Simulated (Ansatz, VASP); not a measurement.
Al in VASP and in Ansatz

```xyz
2
Lattice="2.7550 0.0000 0.0000 -1.3775 2.3859 0.0000 0.0000 0.0000 4.7675" Properties=species:S:1:pos:R:3 pbc="T T T"
Al    0.0000    1.5906    1.1919
Al    1.3775    0.7953    3.5756
```

Change from the starting cell: volume scaled by 0.94.

Alike in both runs: task single point; functional PBEsol; k mesh 11 × 11 × 6; occupations fermi-dirac, width 0.05 eV; no spin polarisation.

|  | VASP | Ansatz |
| --- | --- | --- |
| version | VASP 6.6.1 | Ansatz 0.2.0 |
| potentials or method | VASP PAW PBE potentials, release 64 (Al), cutoff 520 eV | all-electron LAPW, scalar-relativistic |

```csv
,VASP,Ansatz,Ansatz less VASP
gap on the k mesh at the Fermi level (eV),none,none,-
pressure (GPa),4.0,3.9,-0.08
"traceless stress, the component that is largest in VASP (GPa)",-4.37,-4.33,+0.042
```

VASP's potentials were made for PBE, not for PBEsol. A gap of «none» marks a metal or a gap that the smearing closes. Ansatz ran all-electron here, and VASP with PAW potentials.
